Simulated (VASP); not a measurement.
# GaSb (F-43m) in VASP: further runs

Runs on GaSb. Level: PBEsol. Tasks: elastic constants.

All numbers are computed with VASP 6.6.1; they aren't measurements. Logs are shortened: lines on timing, memory, paths and dates and some standing lists are left out, and cuts for length are marked.

### Step 1. The cell of the first run

It takes space group F-43m (No. 216, cubic). The conventional cell has a = 5.978 Å, b = 5.978 Å, c = 5.978 Å, α = 90.00°, β = 90.00°, γ = 90.00°. Ga (site symmetry -43m) has 4 Sb at 2.59 Å within 3.4 Å. Within 3.4 Å of Sb (site symmetry -43m) lie 4 Ga at 2.59 Å.

### Step 2. Elastic constants, PBEsol

INCAR reads:

```
  ALGO = Normal
  EDIFF = 1E-8
  ENCUT = 600
  GGA = PS
  IBRION = 6
  ISIF = 3
  ISMEAR = -1
  LASPH = True
  LCHARG = False
  LREAL = False
  LWAVE = False
  NELM = 80
  NFREE = 2
  NSW = 1
  POTIM = 0.015
  PREC = Accurate
  SIGMA = 0.1
```

KPOINTS reads:

```
k-points
0
Gamma
  14 14 14
```

POSCAR reads:

```
GaSb
1.0
    0.0000000000      2.9890689341      2.9890689341
    2.9890689341      0.0000000000      2.9890689341
    2.9890689341      2.9890689341      0.0000000000
Ga Sb
1 1
Direct
    0.0000000000      0.0000000000      0.0000000000
    0.7500000000      0.7500000000      0.7500000000
```

Potentials or basis: VASP PAW PBE potentials, release 64 (Ga_d, Sb).

On the command line:

```sh
cat potpaw_PBE.64/Ga_d/POTCAR potpaw_PBE.64/Sb/POTCAR > POTCAR
mpirun -np 1 vasp_std > vasp.out
```

OUTCAR:

```text
EDIFF = 1E-8
   ENCUT = 600
   GGA = PS
   IBRION = 6
   ISIF = 3
   ISMEAR = -1
   LASPH = True
   LREAL = False
   NELM = 80
   NFREE = 2
   NSW = 1
   POTIM = 0.015
   PREC = Accurate

 ion  position               nearest neighbor table
   1  0.000  0.000  0.000-   2 2.59   2 2.59   2 2.59   2 2.59
   2  0.750  0.750  0.750-   1 2.59   1 2.59   1 2.59   1 2.59

  LATTYP: Found a face centered cubic cell.
 ALAT       =     5.9781378682

  Lattice vectors:

 A1 = (   0.0000000000,   2.9890689341,   2.9890689341)
 A2 = (   2.9890689341,   0.0000000000,   2.9890689341)
 A3 = (   2.9890689341,   2.9890689341,   0.0000000000)

Analysis of symmetry for initial positions (statically):
=====================================================================
 Subroutine PRICEL returns:
 Original cell was already a primitive cell.

 Routine SETGRP: Setting up the symmetry group for a
 face centered cubic supercell.

 Subroutine GETGRP returns: Found 24 space group operations
 (whereof 24 operations were pure point group operations)
 out of a pool of 48 trial point group operations.

The static configuration has the point symmetry T_d .

Analysis of symmetry for dynamics (positions and initial velocities):
=====================================================================
 Subroutine PRICEL returns:
 Original cell was already a primitive cell.

 Routine SETGRP: Setting up the symmetry group for a
 face centered cubic supercell.

 Subroutine GETGRP returns: Found 24 space group operations
 (whereof 24 operations were pure point group operations)
 out of a pool of 48 trial point group operations.

The dynamic configuration has the point symmetry T_d .

 Subroutine INISYM returns: Found 24 space group operations
 (whereof 24 operations are pure point group operations),
 and found     1 'primitive' translations

----------------------------------------------------------------------------------------

                                     Primitive cell

  volume of cell :      53.4119

  direct lattice vectors                    reciprocal lattice vectors
     0.000000000  2.989068934  2.989068934    -0.167276169  0.167276169  0.167276169
     2.989068934  0.000000000  2.989068934     0.167276169 -0.167276169  0.167276169
     2.989068934  2.989068934  0.000000000     0.167276169  0.167276169 -0.167276169

  length of vectors
     4.227181825  4.227181825  4.227181825     0.289730824  0.289730824  0.289730824

  position of ions in fractional coordinates (direct lattice)
     0.000000000  0.000000000  0.000000000
     0.750000000  0.750000000  0.750000000

  ion indices of the primitive-cell ions
   primitive index   ion index
                 1           1
                 2           2

----------------------------------------------------------------------------------------

 KPOINTS: k-points

Automatic generation of k-mesh.
 Grid dimensions read from file:
 generate k-points for:   14   14   14

 Generating k-lattice:

[... 106 lines left out ...]
  ext. energy  EPLUGINS =         0.00000000
  ---------------------------------------------------
  free energy    TOTEN  =        -8.11048724 eV

  energy without entropy =       -8.10959116  energy(sigma->0) =       -8.11003920

------------------------ aborting loop because EDIFF is reached ----------------------------------------

  FORCE on cell =-STRESS in cart. coord.  units (eV):
  Direction    XX          YY          ZZ          XY          YZ          ZX
  --------------------------------------------------------------------------------------
  -------------------------------------------------------------------------------------
  Total        1.3699624      1.3699624      1.3699624     -0.0000000      0.0000000     -0.0000000
  in kB       41.0942865     41.0942865     41.0942865     -0.0000000      0.0000000     -0.0000000
  external PRESSURE =      41.0942865 kB  Pullay stress =       0.0000000 kB
[... 89 lines left out ...]
  FREE ENERGIE OF THE ION-ELECTRON SYSTEM (eV)
  ---------------------------------------------------
  free  energy   TOTEN  =        -8.0861580406 eV

  energy  without entropy=       -8.0852844544  energy(sigma->0) =       -8.08572125

[... ionic steps 4 to 14 ...]

--------------------------------------- Ionic step       15  -------------------------------------------

 number of electron      17.9999999 magnetization

------------------------ aborting loop because EDIFF is reached ----------------------------------------
[... 67 lines left out ...]
--------------------------------------- Ionic step       17  -------------------------------------------

 number of electron      17.9999999 magnetization

 Free energy of the ion-electron system (eV)
  ---------------------------------------------------
  ext. energy  EPLUGINS =         0.00000000
  ---------------------------------------------------
  free energy    TOTEN  =        -8.10943253 eV

  energy without entropy =       -8.10852104  energy(sigma->0) =       -8.10897679

 E-fermi :   5.7153     XC(G=0):  -9.5721

 val. band max:        5.5132487002   @ k =   0.0000   0.0000   0.0000
 cond. band min:       5.9451666251   @ k =   0.5000   0.0000   0.0000
 fundamental gap:      0.4319179250
 Fermi energy:         5.7152585887

 k-point     1 :       0.0000    0.0000    0.0000
  band No.  band energies     occupation
      1      -9.6863      2.00000
      2      -9.6846      2.00000
      3      -9.6825      2.00000
      4      -9.6222      2.00000
      5      -9.6222      2.00000
      6      -6.5446      2.00000
      7       5.4172      1.90341
      8       5.4659      1.84732
      9       5.5132      1.76578
     10       5.9627      0.15532
     11       8.1645      0.00000
     12       8.1994      0.00000
     13       8.2360      0.00000
[... 354 lines left out ...]
  band No.  band energies     occupation
      1      -9.7100      2.00000
      2      -9.6743      2.00000
      3      -9.6723      2.00000
      4      -9.6267      2.00000
      5      -9.6206      2.00000
      6      -5.7342      2.00000
      7       1.3312      2.00000
      8       3.8018      2.00000
      9       3.9783      2.00000
     10       7.3191      0.00000
     11       8.4603      0.00000
     12      10.1503      0.00000
     13      10.2712      0.00000

 [... further k-points ...]
[... 5 lines left out ...]
  --------------------------------------------------------------------------------------
  -------------------------------------------------------------------------------------
  Total        1.3701642      1.3729252      1.3729252      0.0000000     -0.1454037      0.0000000
  in kB       41.1003405     41.1831591     41.1831591      0.0000000     -4.3616253      0.0000000
  external PRESSURE =      41.1555529 kB  Pullay stress =       0.0000000 kB
[... 17 lines left out ...]
  FREE ENERGIE OF THE ION-ELECTRON SYSTEM (eV)
  ---------------------------------------------------
  free  energy   TOTEN  =        -8.1094325253 eV

  energy  without entropy=       -8.1085210447  energy(sigma->0) =       -8.10897679

 INTERNAL STRAIN TENSORS FROM STRAINED CELLS
 ============================================

 INTERNAL STRAIN TENSOR FOR ION    1 for displacements in x,y,z  (eV/Angst):
          X           Y           Z          XY          YZ          ZX
  --------------------------------------------------------------------------------
  x     0.00000     0.00000    -0.00000     0.00000    -9.69241     0.00000
  y     0.00000     0.00000    -0.00000     0.00000     0.00000    -9.69227
  z     0.00000    -0.00000     0.00000    -9.69185     0.00000     0.00000

 INTERNAL STRAIN TENSORS FROM DISPLACED ATOMS
 ============================================

 INTERNAL STRAIN TENSOR FOR ION    1 for displacements in x,y,z  (eV/Angst):
          X           Y           Z          XY          YZ          ZX
  --------------------------------------------------------------------------------
  x     0.00000     0.00000     0.00000     0.00000    -9.68549     0.00000
  y     0.00000     0.00000     0.00000     0.00000     0.00000    -9.68549
  z     0.00000     0.00000     0.00000    -9.68549     0.00000     0.00000

 INTERNAL STRAIN TENSOR FOR ION    2 for displacements in x,y,z  (eV/Angst):
          X           Y           Z          XY          YZ          ZX
  --------------------------------------------------------------------------------
  x     0.00000     0.00000     0.00000     0.00000     9.68775     0.00000
  y     0.00000    -0.00000     0.00000     0.00000     0.00000     9.68775
  z     0.00000     0.00000     0.00000     9.68775     0.00000     0.00000

 Eigenvectors and eigenvalues of the dynamical matrix
 ----------------------------------------------------

   1 f  =    7.189357 THz    45.172062 2PiTHz  239.811137 cm-1    29.732778 meV
             X         Y         Z           dx          dy          dz
      0.000000  0.000000  0.000000     0.797442   -0.000000   -0.000000
      4.483603  4.483603  4.483603    -0.603396    0.000000   -0.000000
[... 21 lines left out ...]
   6 f/i=    0.000403 THz     0.002529 2PiTHz    0.013427 cm-1     0.001665 meV
             X         Y         Z           dx          dy          dz
      0.000000  0.000000  0.000000     0.123539   -0.587477    0.060788
      4.483603  4.483603  4.483603     0.163268   -0.776404    0.080337

--------------------------------------------------------------------------------------------------------

 ELASTIC MODULI CONTR FROM IONIC RELAXATION (kBar)
 Direction    XX          YY          ZZ          XY          YZ          ZX
 --------------------------------------------------------------------------------
 XX          -0.0000     -0.0000     -0.0000     -0.0000     -0.0000     -0.0000
 YY          -0.0000     -0.0000     -0.0000     -0.0000     -0.0000      0.0000
 ZZ          -0.0000     -0.0000     -0.0000     -0.0000     -0.0000     -0.0000
 XY          -0.0000     -0.0000     -0.0000   -300.2031      0.0000      0.0000
 YZ          -0.0000     -0.0000     -0.0000      0.0000   -300.2031      0.0000
 ZX          -0.0000      0.0000     -0.0000      0.0000      0.0000   -300.2031
 --------------------------------------------------------------------------------

 TOTAL ELASTIC MODULI (kBar)
 Direction    XX          YY          ZZ          XY          YZ          ZX
 --------------------------------------------------------------------------------
 XX         957.2418    515.3470    515.3470     -0.0000      0.0000     -0.0000
 YY         515.3470    957.2418    515.3470      0.0000      0.0000      0.0000
 ZZ         515.3470    515.3470    957.2418      0.0000      0.0000      0.0000
 XY          -0.0000      0.0000      0.0000    421.0547      0.0000      0.0000
 YZ           0.0000      0.0000      0.0000      0.0000    421.0547      0.0000
 ZX          -0.0000      0.0000      0.0000      0.0000      0.0000    421.0547
 --------------------------------------------------------------------------------
```

Run time: 1.6 h. Hardware: 1 thread of Oxide Virtual Turin-like, shared host; peak memory 1.1 GiB.

What came out:

```yaml
Elastic_constants_C11_C12_C44: 96, 52, 42 GPa
Voigt_bulk_modulus: 66 GPa
Highest_phonon_frequency_at_Γ_LO-TO_splitting_left_out: 240 cm⁻¹
```

Phonon frequencies in cm⁻¹ (negative: imaginary):
| q point | frequencies |
| --- | --- |
| (0.000, 0.000, 0.000) | 0 0 0 240 240 240 |

Elastic tensor in Voigt notation (GPa, in the Cartesian axes of the cell as first typed):
```
96 52 52  0  0  0
52 96 52  0  0  0
52 52 96  0  0  0
 0  0  0 42  0  0
 0  0  0  0 42  0
 0  0  0  0  0 42
```

Clamped-ion elastic tensor (GPa):
```
96 52 52  0  0  0
52 96 52  0  0  0
52 52 96  0  0  0
 0  0  0 72  0  0
 0  0  0  0 72  0
 0  0  0  0  0 72
```

Caveat: the cell is under stress, which shifts elastic constants; the PAW data sets were made with another functional, which shifts forces and pressure a little; spin-orbit coupling is left out, which moves the levels of the heavy elements.

### Step 3. Elastic constants, PBEsol

This run uses another cell than the first one, of 25.69 Å³/atom.

INCAR reads:

```
SYSTEM = GaSb
  PREC = Accurate
  ENCUT = 600
  EDIFF = 1E-8
  ISMEAR = -1
  SIGMA = 0.1
  LREAL = .FALSE.
  LASPH = .TRUE.
  NELM = 60
  ALGO = Normal
  ISIF = 3
  LWAVE = .FALSE.
  LCHARG = .TRUE.
  GGA = PS
  IBRION = 6
  NFREE = 2
  POTIM = 0.015
  NSW = 1
```

KPOINTS reads:

```
regular mesh
0
G
  14 14 14
  0 0 0
```

POSCAR reads:

```
GaSb
1.0
    0.0000000000      2.9505607750      2.9505607750
    2.9505607750      0.0000000000      2.9505607750
    2.9505607750      2.9505607750      0.0000000000
Ga Sb
1 1
Direct
    0.0000000000      0.0000000000      0.0000000000
    0.7500000000      0.7500000000      0.7500000000
```

Potentials or basis: VASP PAW PBE potentials, release 64 (Ga_d, Sb).

On the command line:

```sh
cat potpaw_PBE.64/Ga_d/POTCAR potpaw_PBE.64/Sb/POTCAR > POTCAR
mpirun -np 1 vasp_std > vasp.out
```

Wall time 89 min (1 thread of Oxide Virtual Turin-like, shared host); peak memory 1.1 GiB.

The run converged. Its results:

```
Elastic constants C11, C12, C44                         : 105, 62, 43 GPa
Voigt bulk modulus                                      : 76 GPa
Highest phonon frequency at Γ, LO-TO splitting left out : 251 cm⁻¹
```

Phonon frequencies in cm⁻¹ (negative: imaginary):
| q point | frequencies |
| --- | --- |
| (0.000, 0.000, 0.000) | 0 0 0 251 251 251 |

Elastic tensor in Voigt notation (GPa, in the Cartesian axes of the cell as first typed):
```
105  62  62   0   0   0
 62 105  62   0   0   0
 62  62 105   0   0   0
  0   0   0  43   0   0
  0   0   0   0  43   0
  0   0   0   0   0  43
```

Clamped-ion elastic tensor (GPa):
```
105  62  62   0   0   0
 62 105  62   0   0   0
 62  62 105   0   0   0
  0   0   0  82   0   0
  0   0   0   0  82   0
  0   0   0   0   0  82
```

Caveat: the cell is under stress, which shifts elastic constants; the PAW data sets were made with another functional, which shifts forces and pressure a little; spin-orbit coupling is left out, which moves the levels of the heavy elements.

### Step 4. Elastic constants, PBEsol

This run uses another cell than the first one, of 28.02 Å³/atom.

INCAR reads:

```
SYSTEM = GaSb
PREC = Accurate
ENCUT = 600
EDIFF = 1E-8
ISMEAR = -1
SIGMA = 0.1
LREAL = .FALSE.
LASPH = .TRUE.
NELM = 60
ALGO = Normal
ISIF = 3
LWAVE = .FALSE.
LCHARG = .FALSE.
GGA = PS
IBRION = 6
NFREE = 2
POTIM = 0.015
NSW = 1
```

KPOINTS reads:

```
Automatic mesh
0
G
  14 14 14
  0 0 0
```

POSCAR reads:

```
GaSb
1.0
    0.0000000000      3.0371533122      3.0371533122
    3.0371533122      0.0000000000      3.0371533122
    3.0371533122      3.0371533122      0.0000000000
Ga Sb
1 1
Direct
    0.0000000000      0.0000000000      0.0000000000
    0.7500000000      0.7500000000      0.7500000000
```

On the command line:

```sh
cat potpaw_PBE.64/Ga_d/POTCAR potpaw_PBE.64/Sb/POTCAR > POTCAR
mpirun -np 1 vasp_std > vasp.out
```

It took 86 min on 1 thread of Oxide Virtual Turin-like, shared host; peak memory 1.1 GiB.

It converged, with:

```yaml
Elastic_constants_C11_C12_C44: 85, 41, 40 GPa
Voigt_bulk_modulus: 56 GPa
Highest_phonon_frequency_at_Γ_LO-TO_splitting_left_out: 226 cm⁻¹
```

Phonon frequencies in cm⁻¹ (negative: imaginary):
```csv
q point,frequencies
"(0.000, 0.000, 0.000)",0 0 0 226 226 226
```

Elastic tensor in Voigt notation (GPa, in the Cartesian axes of the cell as first typed):
```
85 41 41  0  0  0
41 85 41  0  0  0
41 41 85  0  0  0
 0  0  0 40  0  0
 0  0  0  0 40  0
 0  0  0  0  0 40
```

Clamped-ion elastic tensor (GPa):
```
85 41 41  0  0  0
41 85 41  0  0  0
41 41 85  0  0  0
 0  0  0 61  0  0
 0  0  0  0 61  0
 0  0  0  0  0 61
```

Caveat: the cell is under stress, which shifts elastic constants; the PAW data sets were made with another functional, which shifts forces and pressure a little; spin-orbit coupling is left out, which moves the levels of the heavy elements.
